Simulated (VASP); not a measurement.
Here is a VASP 6.6.1 calculation.

Contents of INCAR:

```
PREC = Accurate
ENCUT = 600
EDIFF = 1E-6
ISMEAR = 0
SIGMA = 0.01
LREAL = F
LASPH = T
NELM = 120
ALGO = Normal
ISIF = 2
LWAVE = F
LCHARG = T
GGA = PS
LELF = T
LVHAR = T
NBANDS = 11
GGA_COMPAT = F
```

KPOINTS

```
regular mesh
0
Gamma
  10 10 10
```

File POSCAR:

```
MgO
1.0
    0.0000000000      2.1043653452      2.1043653452
    2.1043653452      0.0000000000      2.1043653452
    2.1043653452      2.1043653452      0.0000000000
Mg O
1 1
Direct
    0.0000000000      0.0000000000      0.0000000000
    0.5000000000      0.5000000000      0.5000000000
```

Potentials or basis: VASP PAW PBE potentials, release 64 (Mg, O).

The run is started by

```console
$ cat potpaw_PBE.64/Mg/POTCAR potpaw_PBE.64/O/POTCAR > POTCAR
$ mpirun -np 1 vasp_std > vasp.out
```

**Question.** Predict the band gap on the k mesh.

**Answer.** 4.66 eV.

**Question.** Estimate the pressure.

**Answer.** -0.1 GPa.

Caveat: the PAW data sets were made with another functional, which shifts forces and pressure a little.
